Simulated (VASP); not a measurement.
Write the native input for VASP 6.6.1 that does the following.

```yaml
Task: single point
Functional: PBE-based screened hybrid
Potentials_or_basis: VASP PAW PBE potentials, release 64 (Cl, Na_pv)
Cutoff: 520 eV
k_mesh: 4 × 4 × 4
Occupations: fermi-dirac, width 0.05 eV
Spin: no spin polarisation
Dipole_correction: no
Grid_for_exact_exchange_PRECFOCK: Normal
Share_of_exact_exchange: 0.25
Further_INCAR_settings: ALGO = Normal; EDIFF = 1e-06; NBANDS = 14
Screening_parameter: 0.6 1/Å
```

Crystal: NaCl.

```xyz
2
Lattice="0.0000 2.7941 2.7941 2.7941 0.0000 2.7941 2.7941 2.7941 0.0000" Properties=species:S:1:pos:R:3 pbc="T T T"
Cl    2.7941    2.7941    2.7941
Na    0.0000    0.0000    0.0000
```

The input as run:

POSCAR

```
NaCl
1.0
    0.0000000000      2.7940632177      2.7940632177
    2.7940632177      0.0000000000      2.7940632177
    2.7940632177      2.7940632177      0.0000000000
Cl Na
1 1
Direct
    0.5000000000      0.5000000000      0.5000000000
    0.0000000000      0.0000000000      0.0000000000
```

INCAR.step1

```
  ALGO = Normal
  EDIFF = 1E-5
  ENCUT = 520
  GGA = PE
  ISIF = 2
  ISMEAR = -1
  LASPH = True
  LCHARG = False
  LREAL = False
  LWAVE = True
  NBANDS = 14
  NELM = 80
  PREC = Accurate
  SIGMA = 0.05
```

INCAR.step2

```
  AEXX = 0.25
  ALGO = Normal
  EDIFF = 1E-6
  ENCUT = 520
  GGA = PE
  HFSCREEN = 0.6
  ISIF = 2
  ISMEAR = -1
  ISTART = 1
  LASPH = True
  LCHARG = False
  LHFCALC = True
  LREAL = False
  LWAVE = False
  NBANDS = 14
  NELM = 80
  PREC = Accurate
  PRECFOCK = Normal
  SIGMA = 0.05
```

KPOINTS

```
k-points
0
Gamma
  4 4 4
```

Potentials or basis: VASP PAW PBE potentials, release 64 (Cl, Na_pv).

Command:

```sh
$ cat potpaw_PBE.64/Cl/POTCAR potpaw_PBE.64/Na_pv/POTCAR > POTCAR
$ cp INCAR.step1 INCAR
$ mpirun -np 1 vasp_std > vasp.out
$ cp INCAR.step2 INCAR
$ mpirun -np 1 vasp_std > vasp.out
```

It gave:

```
Pressure               : 1.1 GPa
Band gap on the k mesh : 5.81 eV, direct
```

Caveat: the k points lie up to 0.49 Å⁻¹ apart; the PAW data sets were made with another functional, which shifts forces and pressure a little.

Wall time 5.2 min on 1 thread of Intel(R) Xeon(R) Platinum 8259CL CPU @ 2.50GHz (Skylake/Cascade Lake), with other jobs on the host, peak memory 0.26 GiB.
